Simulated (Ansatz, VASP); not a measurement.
# Ga in VASP and in Ansatz

```
Ga
1.0
     2.99406    0.00000    0.00000
    -1.49703    2.59293    0.00000
     0.00000    0.00000    9.77575
Ga
4
Direct
  0.00000 0.00000 0.00000
  0.00000 0.00000 0.50000
  0.33333 0.66667 0.25000
  0.66667 0.33333 0.75000
```

Alike in both runs: task single point; functional PBE; k mesh 14 × 14 × 4; occupations fermi-dirac, width 0.1 eV; no spin polarisation.

|  | VASP | Ansatz |
| --- | --- | --- |
| version | VASP 6.6.1 | Ansatz 0.2.0 |
| potentials or method | VASP PAW PBE potentials, release 64 (Ga_d), cutoff 520 eV | plane waves (420 eV) with PAW, scalar-relativistic |
| valence electrons in the cell | 52 | 52 |

|  | VASP | Ansatz | Ansatz less VASP |
| --- | --- | --- | --- |
| pressure (GPa) | 0.1 | 0.1 | -0.05 |
| traceless stress, the component that is largest in VASP (GPa) | 0.74 | 0.74 | +0.001 |

With one functional, cell and mesh, what is left measures potentials, basis and numerics.
